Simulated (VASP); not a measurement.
Gd: single point with LDA

Gd:

```xyz
1
Lattice="0.0000 2.6530 2.6530 2.6530 0.0000 2.6530 2.6530 2.6530 0.0000" Properties=species:S:1:pos:R:3 pbc="T T T"
Gd    0.0000    0.0000    0.0000
```

This isn't the form of Gd at room conditions, which is hcp.

| Quantity | Value |
| --- | --- |
| Program | VASP 6.6.1 |
| Task | single point |
| Functional | LDA |
| Potentials or basis | VASP PAW PBE potentials, release 64 (Gd) |
| Cutoff | 520 eV |
| k mesh | 10 × 10 × 10 |
| Occupations | fermi-dirac, width 0.15 eV |
| Spin | collinear spin, ferromagnetic start |
| Starting moments | [7.0] μB |

The pressure is -5.3 GPa and the net moment is 7.28 μB per cell. The site moments are Gd +6.79 μB. The valence electrons inside the program's atomic spheres are Gd 15.19.

Levels at points of the mesh, in eV from the Fermi level:
Spin up:
| k point | band 10 | band 11 | band 12 | band 13 | band 14 | band 15 | band 16 | band 17 |
| --- | --- | --- | --- | --- | --- | --- | --- | --- |
| (0.00, 0.00, 0.00) | -4.07 | -4.07 | -4.07 | 1.35 | 1.35 | 1.35 | 3.30 | 3.30 |
| (0.50, 0.00, 0.00) | -4.09 | -4.07 | -2.20 | 0.69 | 1.21 | 1.21 | 4.77 | 4.77 |
| (0.50, 0.50, 0.00) | -4.10 | -4.09 | -1.87 | -1.10 | 2.03 | 4.78 | 5.19 | 5.19 |
Spin down:
```csv
k point,band 1,band 2,band 3,band 4,band 5,band 6,band 7,band 8,band 9,band 10
"(0.00, 0.00, 0.00)",-41.87,-19.92,-19.92,-19.92,-4.16,0.39,0.54,0.54,0.54,0.75
"(0.50, 0.00, 0.00)",-41.82,-20.53,-20.00,-20.00,-1.53,0.40,0.54,0.54,0.55,0.70
"(0.50, 0.50, 0.00)",-41.81,-20.49,-20.14,-20.14,-1.27,-0.36,0.55,0.57,0.57,0.57
```

Wall time 2.4 min on 1 thread of Intel Xeon 8259CL, on a shared host, peak memory 0.19 GiB.

Caveat: the cell stands under tension; the PAW data sets were made with another functional, which shifts forces and pressure a little; spin-orbit coupling is left out, which moves the levels of the heavy elements; semilocal functionals describe open f shells poorly, which spoils levels, moments and volumes. The state reached can hang on the start; a lower one may exist.
